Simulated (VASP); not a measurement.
Runs of VASP 6.6.1 on B. The structure is that of space group P6_3/mmc (No. 194), or close to it. The cells are those of the table. 

```csv
task,cell,k mesh,cutoff (eV),gap on the mesh (eV),pressure (GPa),relaxed volume (Å³/atom)
single point,"a = 2.096, b = 2.096, c = 6.222 Å, angles 90.0, 90.0, 120.0°, 4 atoms",9 × 9 × 4,520,none,(b),-
single point,"a = 2.203, b = 2.203, c = 7.107 Å, angles 90.0, 90.0, 120.0°, 4 atoms",9 × 9 × 4,520,none,(a),-
relaxation of cell and atoms,"relaxed from a = 2.203, b = 2.203, c = 7.107 Å, angles 90.0, 90.0, 120.0°, 4 atoms",9 × 9 × 4,600,none,0.5,6.35
relaxation of cell and atoms,"relaxed from a = 2.096, b = 2.096, c = 6.222 Å, angles 90.0, 90.0, 120.0°, 4 atoms",24 × 24 × 8,600,none,-0.2,6.27
single point,"a = 2.318, b = 2.318, c = 5.460 Å, angles 90.0, 90.0, 120.0°, 4 atoms",24 × 24 × 8,520,none,0.2,-
```

Alike in all rows: level PBEsol; potentials or basis VASP PAW PBE potentials, release 64 (B); no spin polarisation; smearing gaussian 0.1 eV.

Q: Estimate the missing entries.

A: (a) -39.9; (b) 0.4.

Caveats: some runs use coarse meshes; the PAW data sets were made with another functional, which shifts forces and pressure a little.

A gap of «none» marks levels without a gap at the run's occupations.
